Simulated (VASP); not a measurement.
Set up this calculation in VASP 6.6.1, as the native input.

| Item | Value |
| --- | --- |
| Task | single point |
| Functional | PBE |
| Potentials or basis | VASP PAW PBE potentials, release 64 (Na_pv, Cl) |
| Cutoff | 520 eV |
| k mesh | 8 × 8 × 8 |
| Occupations | gaussian, width 0.05 eV |
| Spin | no spin polarisation |
| Dipole correction | no |
| Further INCAR settings | ALGO = Normal; EDIFF = 1e-06; NBANDS = 14 |

The structure of NaCl lies in POSCAR:

```
NaCl
1.0
    0.0000000000      2.8813056250      2.8317500000
    2.8317500000      0.0000000000      2.8317500000
    2.8317500000      2.8813056250      0.0000000000
Na Cl
1 1
Direct
    0.0000000000      0.0000000000      0.0000000000
    0.5000000000      0.5000000000      0.5000000000
```

This cell differs from its parent crystal: strain +0.0175 x Voigt [0, 1, 0, 0, 0, 0].

These files were run (other wordings do the same):

INCAR

```
SYSTEM = NaCl
PREC     = Accurate       ! precision mode
ENCUT    = 520            ! plane-wave cutoff, eV
EDIFF    = 1E-6           ! SCF threshold, eV
ISMEAR   = 0              ! smearing method
SIGMA    = 0.05           ! smearing width, eV
LREAL    = .FALSE.        ! projectors in reciprocal space
LASPH    = .TRUE.         ! aspherical terms in the spheres
NELM     = 60             ! most SCF steps
ALGO     = Normal         ! electronic algorithm
ISIF     = 2              ! what is computed and relaxed
LWAVE    = .FALSE.        ! write WAVECAR
LCHARG   = .TRUE.         ! write CHGCAR
GGA      = PE             ! functional
LELF     = .TRUE.         ! ELF
LVHAR    = .TRUE.       
NBANDS   = 14             ! bands
```

KPOINTS

```
Automatic mesh
0
G
  8 8 8
  0 0 0
```

Potentials or basis: VASP PAW PBE potentials, release 64 (Na_pv, Cl).

Command:

```sh
$ cat potpaw_PBE.64/Na_pv/POTCAR potpaw_PBE.64/Cl/POTCAR > POTCAR
$ mpirun -np 1 vasp_std > vasp.out
```

It gave:

* Pressure: 0.0 GPa
* Band gap on the k mesh: 4.99 eV, direct

Caveat: the cell differs from its parent crystal (strain +0.0175 x Voigt [0, 1, 0, 0, 0, 0]).

Run time: 78 s on 1 thread of AMD EPYC 7R13, on a shared host, peak memory 0.15 GiB.
